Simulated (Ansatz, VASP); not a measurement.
# Te2Mo in VASP and in Ansatz

The input INCAR:

```
PREC = Accurate
ENCUT = 520
EDIFF = 1E-7
ISMEAR = 0
SIGMA = 0.02
LREAL = False
LASPH = True
NELM = 60
ALGO = Normal
ISIF = 2
LWAVE = False
LCHARG = False
LDIPOL = True
IDIPOL = 3
DIPOL = 0.5 0.5 0.500
GGA = PE
IVDW = 12
NBANDS = 20
```

The input KPOINTS:

```
regular mesh
0
Gamma
  9 9 1
```

POSCAR

```
Te2Mo
1.0
    3.4100000000      0.0000000000      0.0000000000
   -1.7050000000      2.9531466269      0.0000000000
    0.0000000000      0.0000000000     33.2698832047
Te Mo
2 1
Direct
    0.3333333333      0.6666666667      0.4415988332
    0.3333333333      0.6666666667      0.5584011668
    0.6666666667      0.3333333333      0.5000000000
```

Input for Ansatz:

```yaml
crystal:
  lattice:
    - [3.41, 0.0, 0.0]
    - [-1.705, 2.9531466269, 0.0]
    - [0.0, 0.0, 33.2698832047]
  atoms:
    - { symbol: Te, position: [0.3333333333, 0.6666666667, 0.4415988332] }
    - { symbol: Mo, position: [0.6666666667, 0.3333333333, 0.5] }
    - { symbol: Te, position: [0.3333333333, 0.6666666667, 0.5584011668] }
  periodic: [true, true, false]
basis:
  ecutwfc: 420
kpoints:
  mp_grid: { grid: [9, 9, 1] }
hamiltonian:
  xc: pbe
  pseudopotentials: { kind: paw, azcp: { folder: soft_1 } }
  dispersion: d3bj
scf:
  occupations: { method: gaussian, width: 0.02 }
output:
  forces: true
  stress: true
  eigenvalues: true
```

Alike in both runs: task single point; functional PBE; dispersion D3(BJ); k mesh 9 × 9 × 1; occupations gaussian, width 0.02 eV; no spin polarisation.

|  | VASP | Ansatz |
| --- | --- | --- |
| version | VASP 6.6.1 | Ansatz 0.2.0 |
| potentials or method | VASP PAW PBE potentials, release 64 (Te, Mo_sv), cutoff 520 eV | scalar-relativistic, plane waves, PAW |
| valence electrons in the cell | 26 | 46 |

```csv
,VASP,Ansatz,Ansatz less VASP
gap on the k mesh at the Fermi level (eV),0.86,0.85,-0.001
least direct gap on the mesh (eV),1.30,1.29,-0.002
rms of the force components (eV/Å),0.507,0.511,+0.0040
```

VASP's potentials hold 26 valence electrons a cell and Ansatz's 46, so a difference there can come from the potentials and not from the codes.

Neither program's run includes spin-orbit coupling.
